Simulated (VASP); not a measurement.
**In3GaAs4: single point with PBE**

Crystal: In3GaAs4.

```
Ga As In
1.0
    -3.00774    3.00774    6.00859
     3.00774   -3.00774    6.00859
     3.00774    3.00774   -6.00859
Ga As In
1 4 3
Direct
  0.00000 0.00000 0.00000
  0.35752 0.35752 0.47495
  0.11743 0.64248 0.00000
  0.88257 0.88257 0.52505
  0.64248 0.11743 0.00000
  0.75000 0.25000 0.50000
  0.50000 0.50000 0.00000
  0.25000 0.75000 0.50000
```

| Item | Value |
| --- | --- |
| Program | VASP 6.6.1 |
| Task | single point |
| Functional | PBE |
| Potentials or basis | VASP PAW PBE potentials, release 64 (Ga_d, As, In_d) |
| Cutoff | 520 eV |
| k mesh | 6 × 6 × 6 |
| Occupations | fermi-dirac, width 0.02 eV |
| Spin | no spin polarisation |
| Dipole correction | no |
| Further INCAR settings | ALGO = Normal; EDIFF = 1e-07; NBANDS = 46 |

```json
{"Pressure": "1.8 GPa", "Largest force": "0.010 eV/Å", "Band gap on the k mesh": "zero (filled and empty bands touch)"}
```

Forces in eV/Å, atoms in the order of the input:
```
Ga   0.000  0.000  0.000
As  -0.004 -0.004 -0.008
As   0.004 -0.004  0.008
As   0.004  0.004 -0.008
As  -0.004  0.004  0.008
In   0.000  0.000  0.000
In   0.000  0.000  0.000
In   0.000  0.000  0.000
```

Levels at points of the mesh, in eV from the Fermi level:
```
           k point  band 32  band 33  band 34  band 35  band 36  band 37  band 38  band 39  band 40  band 41
(0.00, 0.00, 0.00)    -2.26    -2.26    -0.27    -0.04    -0.01    -0.01     1.57     1.92     3.79     3.79
(0.50, 0.00, 0.00)    -1.93    -1.89    -1.84    -1.12    -1.03     2.57     2.90     2.97     3.27     3.29
(0.50, 0.50, 0.00)    -1.12    -1.00    -0.94    -0.90    -0.81     0.76     0.98     2.28     2.78     4.36
(0.50, 0.50, 0.50)    -2.21    -1.52    -1.52    -1.29    -1.29     1.60     1.60     1.88     1.99     2.16
```

It took 5.5 min on 1 thread of Intel(R) Xeon(R) 6975P-C (Granite Rapids), on a shared host, peak memory 0.59 GiB.

Caveat: semilocal functionals underestimate gaps, and a narrow one can read as zero; spin-orbit coupling is left out, which moves the levels of the heavy elements.
